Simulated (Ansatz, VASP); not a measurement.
One calculation of Mg7Fe, two programs

```
Fe Mg
1.0
     6.17078    0.00000    0.00000
    -3.08539    5.34405    0.00000
     0.00000    0.00000    4.94140
Fe Mg
1 7
Direct
  0.00000 0.00000 0.00000
  0.33333 0.66667 0.50000
  0.84313 0.68625 0.50000
  0.84313 0.15687 0.50000
  0.31375 0.15687 0.50000
  0.99930 0.49965 0.00000
  0.50035 0.49965 0.00000
  0.50035 0.00070 0.00000
```

Alike in both runs: task single point; functional PBE; k mesh 5 × 5 × 6; occupations fermi-dirac, width 0.05 eV; collinear spin.

|  | VASP | Ansatz |
| --- | --- | --- |
| version | VASP 6.6.1 | Ansatz 0.2.0 |
| potentials or method | VASP PAW PBE potentials, release 64 (Fe, Mg) | Ansatz PAW |
| plane-wave cutoff (eV) | 520 | 420 |
| valence electrons in the cell | 22 | 86 |

```csv
,VASP,Ansatz,Ansatz less VASP
gap on the k mesh at the Fermi level (eV),none,none,-
pressure (GPa),0.4,0.6,+0.21
"traceless stress, the component that is largest in VASP (GPa)",-0.28,-0.26,+0.019
rms of the force components (eV/Å),0.049,0.048,-0.0014
net moment per atom (μB),0.30,0.31,+0.002
size of the moment on the site where the two differ most (μB),2.64,2.71,+0.064
```

Site moments also hang on the region over which each program counts them. Atom by atom the forces differ by 0.001 eV/Å (rms over components). A gap of «none» marks a metal or a gap that the smearing closes. VASP's potentials hold 22 valence electrons a cell and Ansatz's 86, so a difference there can come from the potentials and not from the codes.
